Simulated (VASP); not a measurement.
## SiC20: single point with LDA

SiC20, a slab with vacuum:

```
C Si
1.0
     4.88864    0.00000    0.00000
     0.00000    6.73206    0.00000
     0.00000    0.00000   19.87793
C Si
20 1
Direct
  0.18734 0.74999 0.20123
  0.68734 0.74999 0.20123
  0.31226 0.25001 0.21897
  0.81226 0.25001 0.21897
  0.06225 0.25001 0.25449
  0.56225 0.25001 0.25449
  0.18716 0.74999 0.27223
  0.68716 0.74999 0.27223
  0.43715 0.74999 0.30775
  0.93715 0.74999 0.30775
  0.03273 0.25936 0.32680
  0.53273 0.25936 0.32680
  0.27784 0.28807 0.36142
  0.77784 0.28807 0.36142
  0.46113 0.68096 0.37461
  0.96113 0.68096 0.37461
  0.21512 0.60060 0.39901
  0.71512 0.60060 0.39901
  0.24583 0.40383 0.42147
  0.74583 0.40383 0.42147
  0.62083 0.65383 0.49052
```

```yaml
Program: VASP 6.6.1
Task: single point
Functional: LDA
Potentials_or_basis: VASP PAW LDA potentials, release 64 (C, Si)
Cutoff: 520 eV
k_mesh: 6 × 4 × 1
Occupations: gaussian, width 0.1 eV
Spin: no spin polarisation
Dipole_correction: yes
Further_INCAR_settings: LREAL = Auto; ALGO = Normal; EDIFF = 1e-06; NBANDS = 58
```

```yaml
Largest_force: 3.171 eV/Å
Band_gap_on_the_k_mesh: zero (bands 42 and 43 overlap by 0.15 eV)
```

Forces on the atoms (eV/Å):
```
C    0.083 -0.133  1.468
C    0.154  0.060  1.659
C   -0.323  0.002  1.983
C   -0.048  0.011  2.071
C   -1.215 -0.405 -1.975
C   -0.987 -0.403 -2.266
C    0.236  1.295 -2.202
C    0.053  0.777 -2.519
C    0.808 -0.404  0.605
C    1.389 -0.789  1.193
C   -0.242  0.153  0.389
C    0.147  0.014  0.098
C    0.370 -0.374  0.152
C   -0.122 -0.857 -0.339
C   -0.820  0.091 -2.033
C    0.810  0.340 -1.562
C   -0.296  1.219  0.349
C   -0.166  2.792  1.494
C   -0.087 -0.537  0.205
C    0.413 -1.210  1.197
Si  -0.158 -1.644  0.031
```

Levels at points of the mesh, in eV from the Fermi level:
```csv
k point,band 39,band 40,band 41,band 42,band 43,band 44,band 45,band 46
"(0.00, 0.00, 0.00)",-1.17,-0.71,-0.51,-0.23,-0.02,0.28,0.66,0.97
"(0.50, 0.00, 0.00)",-1.66,-0.26,-0.14,-0.04,0.22,0.51,0.87,1.39
"(0.00, 0.50, 0.00)",-1.17,-0.73,-0.51,-0.30,-0.12,0.36,0.72,0.77
"(0.50, 0.50, 0.00)",-1.58,-0.29,-0.09,-0.04,0.16,0.63,0.86,1.47
```

Wall time 13 min on 1 thread of Intel(R) Xeon(R) 6975P-C (Granite Rapids), on a shared host, peak memory 0.65 GiB.
